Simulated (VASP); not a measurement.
# TiSe (P6_3/mmc) in VASP: further runs

TiSe is run at these levels: PBEsol; tasks: single point, relaxation of shape and atoms at fixed volume.

All numbers are computed with VASP 6.6.1; they aren't measurements. Logs are shortened: lines on timing, memory, paths and dates and some standing lists are left out, and cuts for length are marked.

### 1 The cell of the first run

It takes space group P6_3/mmc (No. 194, hexagonal). Conventional cell: a = 3.494 Å, b = 3.494 Å, c = 6.862 Å, α = 90.00°, β = 90.00°, γ = 120.00°. Within 3.5 Å of Ti (site symmetry -3m) lie 6 Se at 2.65 Å and 8 Ti at 3.43 to 3.49 Å. Within 3.5 Å of Se (site symmetry -6m2) lie 6 Ti at 2.65 Å and 6 Se at 3.49 Å.

### 2 Single point, PBEsol (18.14 Å³/atom)

INCAR

```
PREC = Accurate
ENCUT = 520
EDIFF = 1E-6
ISMEAR = 0
SIGMA = 0.1
LREAL = F
LASPH = T
NELM = 80
ALGO = Normal
ISIF = 2
LWAVE = F
LCHARG = F
GGA = PS
NBANDS = 26
```

KPOINTS

```
regular mesh
0
Gamma
  12 12 8
```

POSCAR

```
TiSe
1.0
    3.4939917738      0.0000000000      0.0000000000
   -1.7469958869      3.0258856368      0.0000000000
    0.0000000000      0.0000000000      6.8619241325
Ti Se
2 2
Direct
    0.0000000000      0.0000000000      0.0000000000
    0.0000000000      0.0000000000      0.5000000000
    0.3333333333      0.6666666667      0.2500000000
    0.6666666667      0.3333333333      0.7500000000
```

Potentials or basis: VASP PAW PBE potentials, release 64 (Ti_sv, Se).

On the command line:

```
> cat potpaw_PBE.64/Ti_sv/POTCAR potpaw_PBE.64/Se/POTCAR > POTCAR
> mpirun -np 1 vasp_std > vasp.out
```

OUTCAR:

```text
PREC = Accurate
   ENCUT = 520
   EDIFF = 1E-6
   ISMEAR = 0
   LREAL = F
   LASPH = T
   NELM = 80
   ISIF = 2
   GGA = PS

 ion  position               nearest neighbor table
   1  0.000  0.000  0.000-   3 2.65   4 2.65   4 2.65   3 2.65   4 2.65   3 2.65
   2  0.000  0.000  0.500-   3 2.65   4 2.65   4 2.65   3 2.65   4 2.65   3 2.65
   3  0.333  0.667  0.250-   1 2.65   2 2.65   1 2.65   2 2.65   1 2.65   2 2.65
   4  0.667  0.333  0.750-   1 2.65   2 2.65   1 2.65   2 2.65   1 2.65   2 2.65

  LATTYP: Found a hexagonal cell.
 ALAT       =     3.4939917738
 C/A-ratio  =     1.9639210899

  Lattice vectors:

 A1 = (   3.4939917738,   0.0000000000,   0.0000000000)
 A2 = (  -1.7469958869,   3.0258856368,   0.0000000000)
 A3 = (   0.0000000000,   0.0000000000,   6.8619241325)

Analysis of symmetry for initial positions (statically):
=====================================================================
 Subroutine PRICEL returns:
 Original cell was already a primitive cell.

 Routine SETGRP: Setting up the symmetry group for a
 hexagonal supercell.

 Subroutine GETGRP returns: Found 24 space group operations
 (whereof 12 operations were pure point group operations)
 out of a pool of 24 trial point group operations.

The static configuration has the point symmetry D_3d.
 The point group associated with its full space group is D_6h.

Analysis of symmetry for dynamics (positions and initial velocities):
=====================================================================
 Subroutine PRICEL returns:
 Original cell was already a primitive cell.

 Routine SETGRP: Setting up the symmetry group for a
 hexagonal supercell.

 Subroutine GETGRP returns: Found 24 space group operations
 (whereof 12 operations were pure point group operations)
 out of a pool of 24 trial point group operations.

The dynamic configuration has the point symmetry D_3d.
 The point group associated with its full space group is D_6h.

 Subroutine INISYM returns: Found 24 space group operations
 (whereof 12 operations are pure point group operations),
 and found     1 'primitive' translations

----------------------------------------------------------------------------------------

                                     Primitive cell

  volume of cell :      72.5471

  direct lattice vectors                    reciprocal lattice vectors
     3.493991774  0.000000000  0.000000000     0.286205597  0.165240878  0.000000000
    -1.746995887  3.025885637  0.000000000     0.000000000  0.330481756  0.000000000
     0.000000000  0.000000000  6.861924133     0.000000000  0.000000000  0.145731719

  length of vectors
     3.493991774  3.493991774  6.861924133     0.330481756  0.330481756  0.145731719

  position of ions in fractional coordinates (direct lattice)
     0.000000000  0.000000000  0.000000000
     0.000000000  0.000000000  0.500000000
     0.333333333  0.666666667  0.250000000
     0.666666667  0.333333333  0.750000000

  ion indices of the primitive-cell ions
   primitive index   ion index
                 1           1
                 2           2
                 3           3
                 4           4

----------------------------------------------------------------------------------------

 KPOINTS: regular mesh

Automatic generation of k-mesh.
 Grid dimensions read from file:
 generate k-points for:   12   12    8

 Generating k-lattice:

  Cartesian coordinates                     Fractional coordinates (reciprocal lattice)
     0.023850466  0.013770073  0.000000000     0.083333333  0.000000000  0.000000000
     0.000000000  0.027540146  0.000000000     0.000000000  0.083333333  0.000000000
     0.000000000  0.000000000  0.018216465     0.000000000  0.000000000  0.125000000

  Length of vectors
     0.027540146  0.027540146  0.018216465

  Shift w.r.t. Gamma in fractional coordinates (k-lattice)
     0.000000000  0.000000000  0.000000000

 Subroutine IBZKPT returns following result:
 ===========================================

 Found     95 irreducible k-points:

 Following reciprocal coordinates:
            Coordinates               Weight
  0.000000  0.000000  0.000000      1.000000
  0.083333 -0.000000  0.000000      6.000000
  0.166667 -0.000000  0.000000      6.000000
  0.250000 -0.000000  0.000000      6.000000
  0.333333 -0.000000  0.000000      6.000000
  0.416667 -0.000000  0.000000      6.000000
[... 16 lines left out ...]
  0.250000 -0.000000  0.125000     12.000000
  0.333333 -0.000000  0.125000     12.000000
 [... further k-points ...]
   k-points           NKPTS =     95   k-points in BZ     NKDIM =     95   number of bands    NBANDS=     26
   number of dos      NEDOS =    301   number of ions     NIONS =      4
   total plane-waves  NPLWV =  42336
   dimension x,y,z NGX =    28 NGY =   28 NGZ =   54
   dimension x,y,z NGXF=    56 NGYF=   56 NGZF=  108
   ions per type =               2   2
   NGX,Y,Z   is equivalent  to a cutoff of  13.32, 13.32, 13.08 a.u.
   NGXF,Y,Z  is equivalent  to a cutoff of  26.65, 26.65, 26.17 a.u.
 SYSTEM =  unknown system
   PREC   = accura    normal or accurate (medium, high low for compatibility)
   ISTART =      0    job   : 0-new  1-cont  2-samecut
   ICHARG =      2    charge: 1-file 2-atom 10-const
   ISPIN  =      1    spin polarized calculation?
   LNONCOLLINEAR =      F non collinear calculations
   LSORBIT =      F    spin-orbit coupling
   LASPH  =      T    aspherical Exc in radial PAW
   ENCUT  =  520.0 eV  38.22 Ry    6.18 a.u.   6.50  6.50 12.76*2*pi/ulx,y,z
   NELM   =     80;   NELMIN=  2; NELMDL= -5     # of ELM steps
   EDIFF  = 0.1E-05   stopping-criterion for ELM
   LREAL  =      F    real-space projection
   EDIFFG = 0.1E-04   stopping-criterion for IOM
   NSW    =      0    number of steps for IOM
   IBRION =     -1    ionic relax: 0-MD 1-quasi-New 2-CG
   NFREE  =      0    steps in history (QN), initial steepest desc. (CG)
   ISIF   =      2    stress and relaxation
   ISYM   =      2    0-nonsym 1-usesym 2-fastsym
   POTIM  = 0.5000    time-step for ionic-motion
   TEBEG  =    0.0;   TEEND  =   0.0 temperature during run
   PSTRESS=    0.0 pullay stress
   NELECT =      36.0000    total number of electrons
   NUPDOWN=      -1.0000    fix difference up-down
   EMIN   =  10.00;   EMAX   =-10.00  energy-range for DOS
   EFERMI =   0.00;   METHOD = LEGACY
   ISMEAR =     0;   SIGMA  =   0.10  broadening in eV -4-tet -1-fermi 0-gaus
   EFERMI_NEDOS =   21; number of points for ismear=-14 and -15
   IALGO  =     38    algorithm
   IMIX   =      4    mixing-type and parameters
     AMIX     =   0.40;   BMIX     =  1.00
     AMIX_MAG =   1.60;   BMIX_MAG =  1.00
  volume/ion in A,a.u.               =      18.14       122.39
  Fermi-wavevector in a.u.,A,eV,Ry     =   1.296091  2.449257 22.855780  1.679852
  Thomas-Fermi vector in A             =   2.427570
   LORBIT       =      0    0 simple, 1 ext, 2 COOP (PROOUT), +10 PAW based schemes
   GGA     = PS    functional components
   LHFCALC =     F    Hartree Fock is set to
   AEXX    =    0.0000 exact exchange contribution
   IVDW    =     0    specifies the selected vdW correction
   LEPSILON=     F    determine dielectric tensor
   LRPA    =     F    only Hartree local field effects (RPA)
 non-spin polarized calculation
 Gauss-broadening in eV      SIGMA  =   0.10
  energy-cutoff  :      520.00
  volume of cell :       72.55
 maximum number of plane-waves:      2000
 NGX is ok and might be reduce to    28
   NGX = 13   NGY = 13   NGZ = 25

 number of electron      36.0000016 magnetization

 Free energy of the ion-electron system (eV)
  ---------------------------------------------------
  ext. energy  EPLUGINS =         0.00000000
  ---------------------------------------------------
  free energy    TOTEN  =       -28.98863084 eV

  energy without entropy =      -28.97168519  energy(sigma->0) =      -28.98015801

 E-fermi :   7.8827     XC(G=0): -11.2044

 val. band max:        7.8777915027   @ k =   0.0833   0.0833   0.3750
 cond. band min:       7.8842433434   @ k =   0.1667  -0.0000   0.1250
 fundamental gap:      0.0064518407
 Fermi energy:         7.8827392018

 k-point     1 :       0.0000    0.0000    0.0000
  band No.  band energies     occupation
      1     -49.3678      2.00000
      2     -49.3617      2.00000
      3     -25.8356      2.00000
      4     -25.7395      2.00000
      5     -25.6972      2.00000
      6     -25.6972      2.00000
[... 18 lines left out ...]
     25      10.7509      0.00000
     26      11.3236      0.00000

 k-point     2 :       0.0833   -0.0000    0.0000
  band No.  band energies     occupation
      1     -49.3672      2.00000
      2     -49.3611      2.00000
      3     -25.8339      2.00000
      4     -25.7385      2.00000
      5     -25.7041      2.00000
      6     -25.6988      2.00000
[... 18 lines left out ...]
     25      10.8376      0.00000
     26      11.2778      0.00000

 k-point     3 :       0.1667   -0.0000    0.0000
  band No.  band energies     occupation
      1     -49.3656      2.00000
      2     -49.3595      2.00000
      3     -25.8290      2.00000
      4     -25.7358      2.00000
      5     -25.7229      2.00000
      6     -25.7124      2.00000
[... 18 lines left out ...]
     25      10.2914      0.00000
     26      11.1062      0.00000

 k-point     4 :       0.2500   -0.0000    0.0000
  band No.  band energies     occupation
      1     -49.3633      2.00000
      2     -49.3574      2.00000
      3     -25.8223      2.00000
      4     -25.7484      2.00000
      5     -25.7359      2.00000
      6     -25.7318      2.00000
[... 18 lines left out ...]
     25       9.8779      0.00000
     26      11.1421      0.00000
[... 496 lines left out ...]
      1     -49.3653      2.00000
      2     -49.3597      2.00000
      3     -25.8255      2.00000
      4     -25.7394      2.00000
      5     -25.7224      2.00000
      6     -25.7127      2.00000
[... 18 lines left out ...]
     25      10.2678      0.00000
     26      11.0437      0.00000

 k-point    23 :       0.2500   -0.0000    0.1250
  band No.  band energies     occupation
      1     -49.3631      2.00000
      2     -49.3576      2.00000
      3     -25.8189      2.00000
      4     -25.7480      2.00000
      5     -25.7369      2.00000
      6     -25.7347      2.00000
[... 18 lines left out ...]
     25      10.0432      0.00000
     26      11.0748      0.00000

 k-point    24 :       0.3333   -0.0000    0.1250
  band No.  band energies     occupation
      1     -49.3609      2.00000
      2     -49.3554      2.00000
      3     -25.8124      2.00000
      4     -25.7731      2.00000
      5     -25.7595      2.00000
      6     -25.7316      2.00000
[... 18 lines left out ...]
     25      10.4778      0.00000
     26      11.2154      0.00000

 [... further k-points ...]

------------------------ aborting loop because EDIFF is reached ----------------------------------------

  FORCE on cell =-STRESS in cart. coord.  units (eV):
  Direction    XX          YY          ZZ          XY          YZ          ZX
  --------------------------------------------------------------------------------------
  -------------------------------------------------------------------------------------
  Total       -4.2330503     -4.2330503     -4.2206759      0.0000000      0.0000000      0.0000000
  in kB      -93.4853840    -93.4853840    -93.2120994      0.0000000      0.0000000      0.0000000
  external PRESSURE =     -93.3942891 kB  Pullay stress =       0.0000000 kB

 VOLUME and BASIS-vectors are now :
 -----------------------------------------------------------------------------
  energy-cutoff  :      520.00
  volume of cell :       72.55
      direct lattice vectors                 reciprocal lattice vectors
     3.493991774  0.000000000  0.000000000     0.286205597  0.165240878  0.000000000
    -1.746995887  3.025885637  0.000000000     0.000000000  0.330481756  0.000000000
     0.000000000  0.000000000  6.861924133     0.000000000  0.000000000  0.145731719

 POSITION                                       TOTAL-FORCE (eV/Angst)
 -----------------------------------------------------------------------------------
      0.00000      0.00000      0.00000         0.000000      0.000000      0.000000
      0.00000      0.00000      3.43096         0.000000      0.000000      0.000000
     -0.00000      2.01726      1.71548         0.000000     -0.000000     -0.000000
      1.74700      1.00863      5.14644        -0.000000      0.000000      0.000000
 -----------------------------------------------------------------------------------
    total drift:                               -0.000000      0.000000      0.000000

  FREE ENERGIE OF THE ION-ELECTRON SYSTEM (eV)
  ---------------------------------------------------
  free  energy   TOTEN  =       -28.9886308355 eV

  energy  without entropy=      -28.9716851877  energy(sigma->0) =      -28.98015801
```

Wall time 2.1 min (1 thread of Intel Xeon Platinum 8488C (Sapphire Rapids), shared host); peak memory 0.29 GiB.

What came out:

| Quantity | Value |
| --- | --- |
| Free energy | -28.9886 eV |
| Pressure | -9.3 GPa |
| Band gap on the k mesh | zero (bands 18 and 19 overlap by 0.40 eV) |

Caveat: the cell stands under tension; the PAW data sets were made with another functional, which shifts forces and pressure a little.

### 3 Relaxation of shape and atoms at fixed volume, PBEsol (14.51 Å³/atom)

This run uses another cell than the first one, of 14.51 Å³/atom.

INCAR

```
SYSTEM = TiSe
  PREC = Accurate
  ENCUT = 600
  EDIFF = 1E-6
  ISMEAR = 0
  SIGMA = 0.1
  LREAL = .FALSE.
  LASPH = .TRUE.
  NELM = 60
  ALGO = Normal
  ISIF = 4
  LWAVE = .FALSE.
  LCHARG = .FALSE.
  GGA = PS
  IBRION = 2
  NSW = 50
  EDIFFG = -0.01
```

KPOINTS

```
Automatic mesh
0
G
  12 12 8
  0 0 0
```

POSCAR

```
TiSe
1.0
    3.1921943548      0.0000000000      0.0000000000
   -1.5960971774      2.7645214050      0.0000000000
    0.0000000000      0.0000000000      6.5765935909
Ti Se
2 2
Direct
    0.0000000000      0.0000000000      0.0000000000
    0.0000000000      0.0000000000      0.5000000000
    0.3333333333      0.6666666667      0.2500000000
    0.6666666667      0.3333333333      0.7500000000
```

Potentials or basis: VASP PAW PBE potentials, release 64 (Ti_sv, Se).

On the command line:

```
> cat potpaw_PBE.64/Ti_sv/POTCAR potpaw_PBE.64/Se/POTCAR > POTCAR
> mpirun -np 1 vasp_std > vasp.out
```

Wall time 3 min (1 thread of Intel Xeon Platinum 8488C (Sapphire Rapids), shared host); peak memory 0.29 GiB.

It converged, with:

| Quantity | Value |
| --- | --- |
| Free energy | -28.7142 eV |
| Energy gained by relaxing | 0.4 meV/atom |
| Ionic steps | 3 |
| Pressure after relaxing | 21.3 GPa |
| Band gap on the k mesh | zero (bands 18 and 19 overlap by 0.54 eV) |

Step by step:
```
step  energy change (eV)  largest force (eV/Å)  pressure (GPa)  volume (Å³)
   1              0.0000                0.0000           21.52        58.04
   2             -0.0017                0.0000           21.32        58.04
   3             -0.0018                0.0000           21.27        58.04
```

Final structure:
```
Ti Se
1.0
     3.18270    0.00000    0.00000
    -1.59135    2.75630    0.00000
     0.00000    0.00000    6.61590
Ti Se
2 2
Direct
  0.00000 0.00000 0.00000
  0.00000 0.00000 0.50000
  0.33333 0.66667 0.25000
  0.66667 0.33333 0.75000
```

Levels at points of the mesh, in eV from the Fermi level:
| k point | band 14 | band 15 | band 16 | band 17 | band 18 | band 19 | band 20 | band 21 | band 22 |
| --- | --- | --- | --- | --- | --- | --- | --- | --- | --- |
| (0.00, 0.00, 0.00) | -3.14 | -2.58 | -0.21 | -0.21 | -0.19 | -0.19 | 0.13 | 0.13 | 1.34 |
| (0.50, 0.00, 0.00) | -4.77 | -4.09 | -2.32 | -2.29 | -1.35 | 0.68 | 2.06 | 2.18 | 2.31 |
| (0.00, 0.00, 0.50) | -2.35 | -2.35 | -2.35 | -0.21 | -0.21 | 0.53 | 0.53 | 0.53 | 0.53 |
| (0.50, 0.00, 0.50) | -5.17 | -3.41 | -3.41 | -1.60 | -1.60 | 1.91 | 1.91 | 2.24 | 2.24 |

Caveat: the PAW data sets were made with another functional, which shifts forces and pressure a little.

### 4 Relaxation of shape and atoms at fixed volume, PBEsol (15.00 Å³/atom)

This run uses another cell than the first one, of 15.00 Å³/atom.

INCAR

```
SYSTEM = TiSe
PREC     = Accurate       ! precision mode
ENCUT    = 600            ! plane-wave cutoff, eV
EDIFF    = 1E-7           ! SCF threshold, eV
ISMEAR   = 0              ! smearing method
SIGMA    = 0.1            ! smearing width, eV
LREAL    = .False.        ! projectors in reciprocal space
LASPH    = .True.         ! aspherical terms in the spheres
NELM     = 80             ! most SCF steps
ALGO     = Normal         ! electronic algorithm
ISIF     = 4              ! what is computed and relaxed
LWAVE    = .False.        ! write WAVECAR
LCHARG   = .False.        ! write CHGCAR
GGA      = PS             ! functional
IBRION   = 2              ! ionic algorithm
NSW      = 50             ! ionic steps
EDIFFG   = -0.01          ! ionic threshold
```

KPOINTS

```
regular mesh
0
Gamma
  12 12 8
  0 0 0
```

POSCAR

```
TiSe
1.0
    3.2368302406      0.0000000000      0.0000000000
   -1.6184151203      2.8031772161      0.0000000000
    0.0000000000      0.0000000000      6.6145229815
Ti Se
2 2
Direct
    0.0000000000      0.0000000000      0.0000000000
    0.0000000000      0.0000000000      0.5000000000
    0.3333333333      0.6666666667      0.2500000000
    0.6666666667      0.3333333333      0.7500000000
```

On the command line:

```
> cat potpaw_PBE.64/Ti_sv/POTCAR potpaw_PBE.64/Se/POTCAR > POTCAR
> mpirun -np 1 vasp_std > vasp.out
```

It took 3.5 min on 1 thread of Intel Xeon Platinum 8488C (Sapphire Rapids), shared host; peak memory 0.3 GiB.

The run converged. Its results:

```
Free energy               : -28.9357 eV
Energy gained by relaxing : 0.4 meV/atom
Ionic steps               : 3
Pressure after relaxing   : 14.7 GPa
Band gap on the k mesh    : zero (bands 18 and 19 overlap by 0.54 eV)
```

Step by step:
```csv
step,energy change (eV),largest force (eV/Å),pressure (GPa),volume (Å³)
1,0.0000,0.0000,14.93,60.02
2,-0.0015,0.0000,14.73,60.02
3,-0.0015,0.0000,14.67,60.02
```

Final structure:
```xyz
4
Lattice="3.2274 0.0000 0.0000 -1.6137 2.7950 0.0000 0.0000 0.0000 6.6532" Properties=species:S:1:pos:R:3 pbc="T T T"
Ti    0.0000    0.0000    0.0000
Ti    0.0000    0.0000    3.3266
Se    0.0000    1.8633    1.6633
Se    1.6137    0.9317    4.9899
```

Levels at points of the mesh, in eV from the Fermi level:
| k point | band 15 | band 16 | band 17 | band 18 | band 19 | band 20 | band 21 | band 22 |
| --- | --- | --- | --- | --- | --- | --- | --- | --- |
| (0.00, 0.00, 0.00) | -2.45 | -0.37 | -0.37 | -0.19 | -0.19 | 0.11 | 0.11 | 1.28 |
| (0.50, 0.00, 0.00) | -4.04 | -2.39 | -2.18 | -1.25 | 0.66 | 2.00 | 2.04 | 2.17 |
| (0.00, 0.00, 0.50) | -2.39 | -2.39 | -0.17 | -0.17 | 0.50 | 0.50 | 0.50 | 0.50 |
| (0.50, 0.00, 0.50) | -3.41 | -3.41 | -1.51 | -1.51 | 1.84 | 1.84 | 2.10 | 2.10 |

Caveat: the PAW data sets were made with another functional, which shifts forces and pressure a little.

### 5 Summary

```tsv
task	cell	cutoff (eV)	gap on the mesh (eV)	pressure (GPa)
single point	a = 3.494, b = 3.494, c = 6.862 Å, angles 90.0, 90.0, 120.0°, 4 atoms	520	none	-9.3
relaxation of shape and atoms at fixed volume	relaxed from a = 3.192, b = 3.192, c = 6.577 Å, angles 90.0, 90.0, 120.0°, 4 atoms	600	none	21.3
relaxation of shape and atoms at fixed volume	relaxed from a = 3.237, b = 3.237, c = 6.615 Å, angles 90.0, 90.0, 120.0°, 4 atoms	600	none	14.7
```

Alike in all rows: level PBEsol; potentials or basis VASP PAW PBE potentials, release 64 (Ti_sv, Se); no spin polarisation; k mesh 12 × 12 × 8; smearing gaussian 0.1 eV.

Caveats: the PAW data sets were made with another functional, which shifts forces and pressure a little; the cell stands under tension (at least some runs).

Absolute energies hang on the potentials; compare differences alone.
